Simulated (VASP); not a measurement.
Na2V2Te3:

```
Na V Te
1.0
     5.13528    0.00000    0.00000
     0.00000    5.13528    0.00000
     0.00000    0.00000    7.54468
Na V Te
2 2 3
Cartesian
  0.0000 2.5676 0.0000
  2.5676 0.0000 0.0000
  0.0000 2.5676 3.7723
  2.5676 0.0000 3.7723
  2.5676 2.5676 1.8769
  2.5676 2.5676 5.6678
  0.0000 0.0000 0.0000
```

The cell was generated, and may not be a known phase.

```yaml
Program: VASP 6.6.1
Task: relaxation of cell and atoms
Functional: PBE
Potentials_or_basis: VASP PAW PBE potentials, release 64 (Na_pv, V_sv, Te)
Cutoff: 600 eV
k_mesh: 3 × 3 × 2
Occupations: gaussian, width 0.2 eV
Spin: collinear spin, ferromagnetic start
Starting_moments: "[0.0, 0.0, 2.0, 2.0, 0.0, 0.0, 0.0] μB"
```

At the start: pressure 1.1 GPa; volume 28.42 Å³/atom.

Question: Where does the relaxation end?

Answer: Over 9 steps the energy falls by 125.9 meV/atom and the volume is 28.54 Å³/atom (+0.4 %); space group P4/mmm (No. 123, to 0.1 Å) before and after; moment 6.97 μB per cell.

Step by step:
```
step  energy change (eV)  largest force (eV/Å)  pressure (GPa)  volume (Å³)
   1              0.0000                2.2247            1.14       198.96
   2             -0.5606                1.3642           -0.37       204.71
   3             -0.8270                0.1182           -1.44       211.69
   4             -0.8272                0.2100           -1.41       211.29
   5             -0.8719                0.3002           -0.07       202.09
   6             -0.8725                0.2442           -0.21       202.96
   7             -0.8791                0.1302           -0.07       201.39
   8             -0.8809                0.0312            0.15       199.18
   9             -0.8813                0.0136            0.10       199.79
```

Final structure:
```xyz
7
Lattice="5.3408 0.0000 0.0000 0.0000 5.3408 0.0000 0.0000 0.0000 7.0044" Properties=species:S:1:pos:R:3 pbc="T T T"
Na    0.0000    2.6704    0.0000
Na    2.6704    0.0000    0.0000
V     0.0000    2.6704    3.5022
V     2.6704    0.0000    3.5022
Te    2.6704    2.6704    1.9576
Te    2.6704    2.6704    5.0468
Te    0.0000    0.0000    0.0000
```

Caveat: the k points lie up to 0.45 Å⁻¹ apart in the final cell.
